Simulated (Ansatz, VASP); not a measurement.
ZnSe in VASP and in Ansatz

```xyz
2
Lattice="0.0000 2.8324 2.8324 2.8324 0.0000 2.8324 2.8324 2.8324 0.0000" Properties=species:S:1:pos:R:3 pbc="T T T"
Zn    0.0000    0.0000    0.0000
Se    1.4162    1.4162    1.4162
```

Alike in both runs: task single point; functional r2SCAN50; k mesh 4 × 4 × 4; no spin polarisation.

|  | VASP | Ansatz |
| --- | --- | --- |
| version | VASP 6.6.1 | Ansatz 0.2.0 |
| potentials or method | VASP PAW PBE potentials, release 64 (Zn, Se) | plane waves |
| plane-wave cutoff (eV) | 520 | 500 |
| occupations | gaussian, width 0.01 eV | fixed |
| valence electrons in the cell | 18 | 28 |

Ansatz gave:

* gap on the k mesh at the Fermi level (eV): 5.08
* pressure (GPa): 0.1

Q: Estimate VASP's values.

A: gap on the k mesh at the Fermi level (eV): 5.15; pressure (GPa): -0.5.

VASP's potentials were made for PBE, not for r2SCAN50. VASP's potentials hold 18 valence electrons a cell and Ansatz's 28, so a difference there can come from the potentials and not from the codes. Ansatz's warnings: stress exchange threshold loose, stress scf threshold loose.

The k mesh is coarse, so the values compare programs but aren't converged.
